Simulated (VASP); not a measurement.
Ru, 1 atom in the cell. It takes space group Pm-3m (No. 221, cubic). Conventional cell: a = 2.554 Å, b = 2.554 Å, c = 2.554 Å, α = 90.00°, β = 90.00°, γ = 90.00°. Ru (site symmetry m-3m) has 6 Ru at 2.55 Å within 3.4 Å. 

```yaml
Program: VASP 6.6.1
Task: single point
Functional: BLYP
Potentials_or_basis: VASP PAW PBE potentials, release 64 (Ru_pv)
Cutoff: 520 eV
k_mesh: 14 × 14 × 14
Occupations: fermi-dirac, width 0.1 eV
Spin: no spin polarisation
Dipole_correction: no
Further_INCAR_settings: ALGO = Normal; EDIFF = 1e-06; NBANDS = 13
```

Potentials or basis: VASP PAW PBE potentials, release 64 (Ru_pv).

Launch:

```console
$ cat potpaw_PBE.64/Ru_pv/POTCAR > POTCAR
$ mpirun -np 1 vasp_std > vasp.out
```

Hardware: 1 thread of Intel Xeon 6975P-C, on a shared host.

**Question.** How long does it take, and how much memory?

**Answer.** It took 15 s on 1 thread of Intel Xeon 6975P-C (shared host), peak memory 0.14 GiB. Counts: scf iterations 11, k points 120.
